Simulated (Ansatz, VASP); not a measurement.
## One calculation of Zn2NF, two programs

File INCAR:

```
PREC = Accurate ; ENCUT = 600
EDIFF = 1E-6 ; ISMEAR = 0
SIGMA = 0.1 ; LREAL = False
LASPH = True ; NELM = 80
ALGO = Fast ; ISIF = 3
LWAVE = False ; LCHARG = False
GGA = PE ; IBRION = 2
NSW = 100 ; EDIFFG = -0.01
```

File KPOINTS:

```
regular mesh
0
Gamma
  18 18 8
```

The input POSCAR:

```
Zn2NF
1.0
    3.1028361364      0.0000000000      0.0000000000
   -1.5514180682      2.6871349179      0.0000000000
    0.0000000000      0.0000000000      5.5571914159
Zn N F
2 1 1
Direct
    0.3333333333      0.6666666667      0.7909959202
    0.3333333333      0.6666666667      0.2090040798
    0.6666666667      0.3333333333      0.0000000000
    0.0000000000      0.0000000000      0.5000000000
```

Input for Ansatz:

```yaml
crystal:
  lattice:
    - [3.1028361364, 0.0, 0.0]
    - [-1.5514180682, 2.6871349179, 0.0]
    - [0.0, 0.0, 5.5571914159]
  atoms:
    - { symbol: Zn, position: [0.3333333333, 0.6666666667, 0.7909959202] }
    - { symbol: Zn, position: [0.3333333333, 0.6666666667, 0.2090040798] }
    - { symbol: "N", position: [0.6666666667, 0.3333333333, 0.0] }
    - { symbol: F, position: [0.0, 0.0, 0.5] }
basis:
  ecutwfc: 420
kpoints:
  mp_grid: { grid: [18, 18, 8] }
hamiltonian:
  xc: pbe
scf:
  occupations: { method: gaussian, width: 0.1 }
output:
  forces: true
  stress: true
  eigenvalues: true
  write_density: true
  write_potential: true
  elf: true
  volumetric_format: npy
relax:
  adjacent_minimum: "off"
  f_tol: 0.01
  max_steps: 80
  cell: { stress_tol: 0.05 }
```

Change from the starting cell: species swapped into the BiSbPd2 type (P-6m2, No. 187).

Alike in both runs: task relaxation of cell and atoms; functional PBE; k mesh 18 × 18 × 8; occupations gaussian, width 0.1 eV; no spin polarisation.

|  | VASP | Ansatz |
| --- | --- | --- |
| version | VASP 6.6.1 | Ansatz 0.2.0 |
| potentials or method | VASP PAW PBE potentials, release 64 (Zn, N, F), cutoff 600 eV | scalar-relativistic, plane waves, PAW |
| valence electrons in the cell | 36 | 36 |

VASP gave:

* gap on the k mesh at the Fermi level, each at its own relaxed structure (eV): none
* relaxed volume (Å³/atom): 11.62
* relaxed length of the cell vector where the two differ most in proportion (Å): 3.107

**Question.** What did Ansatz give for the same quantities?

**Answer.** gap on the k mesh at the Fermi level, each at its own relaxed structure (eV): none; relaxed volume (Å³/atom): 11.60; relaxed length of the cell vector where the two differ most in proportion (Å): 3.105.

A gap of «none» marks a metal or a gap that the smearing closes.
